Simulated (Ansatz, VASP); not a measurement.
H3ClO in VASP and in Ansatz

```
O H Cl
1.0
     6.63126    0.00000    0.00000
     0.00000    6.63126    0.00000
     0.00000    0.00000    6.63126
O H Cl
4 12 4
Direct
  0.82679 0.01627 0.11998
  0.35882 0.29413 0.34251
  0.22891 0.11497 0.01618
  0.05387 0.74850 0.86575
  0.84923 0.87878 0.06846
  0.73928 0.00411 0.23919
  0.44339 0.39909 0.28093
  0.32255 0.20521 0.22241
  0.08717 0.11521 0.05895
  0.23861 0.97989 0.95551
  0.04323 0.70947 0.72369
  0.11862 0.63241 0.92841
  0.75088 0.13911 0.94633
  0.18632 0.40521 0.37668
  0.50085 0.03430 0.59237
  0.60062 0.48751 0.92779
  0.71628 0.25708 0.77704
  0.00916 0.52768 0.39820
  0.49016 0.85181 0.51703
  0.54006 0.63044 0.05931
```

Alike in both runs: functional PBE; dispersion D3(BJ); k mesh 1 × 1 × 1; occupations fermi-dirac, width 0.02 eV; no spin polarisation.

Ansatz relaxed the structure, and its values are those at the end. VASP's run is a single point on that final structure, the one shown.

|  | VASP | Ansatz |
| --- | --- | --- |
| version | VASP 6.6.1 | Ansatz 0.2.0 |
| potentials or method | VASP PAW PBE potentials, release 64 (O_h, H_h, Cl), cutoff 1000 eV | scalar-relativistic, plane waves, PAW |
| valence electrons in the cell | 64 | 64 |

```tsv
	VASP	Ansatz	Ansatz less VASP
gap on the k mesh at the Fermi level (eV)	4.95	4.94	-0.017
rms of the force components (eV/Å)	0.125	0.114	-0.0112
```

Ansatz's warnings: xc potential rough in thin density.
